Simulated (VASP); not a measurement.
Input of a VASP 6.6.1 run:

INCAR

```
PREC = Accurate
ENCUT = 520
EDIFF = 1E-7
ISMEAR = 0
SIGMA = 0.05
LREAL = False
LASPH = True
NELM = 80
ALGO = Normal
ISIF = 2
LWAVE = False
LCHARG = True
GGA = PS
IVDW = 12
LELF = True
LVHAR = True
NBANDS = 20
```

The input KPOINTS:

```
regular mesh
0
Gamma
  12 12 2
```

Contents of POSCAR:

```
WS2
1.0
    3.2017942759      0.0000000000      0.0000000000
   -1.6008971380      2.7728351806      0.0000000000
    0.0000000000      0.0000000000     17.3596841292
W S
1 2
Direct
    0.3333333333      0.6666666667      0.0000000000
    0.6666666667      0.3333333333      0.9071447969
    0.6666666667      0.3333333333      0.0928552031
```

Potentials or basis: VASP PAW PBE potentials, release 64 (W_sv, S).

Run with:

```sh
$ cat potpaw_PBE.64/W_sv/POTCAR potpaw_PBE.64/S/POTCAR > POTCAR
$ mpirun -np 1 vasp_std > vasp.out
```

(1) Estimate the largest force.

(2) Predict the dispersion energy per atom.

(3) What does it give for the band gap on the k mesh?

## Answers

(1) 1.237 eV/Å.

(2) -0.239 eV.

(3) 1.85 eV, direct.

Caveat: the PAW data sets were made with another functional, which shifts forces and pressure a little; spin-orbit coupling is left out, which moves the levels of the heavy elements.
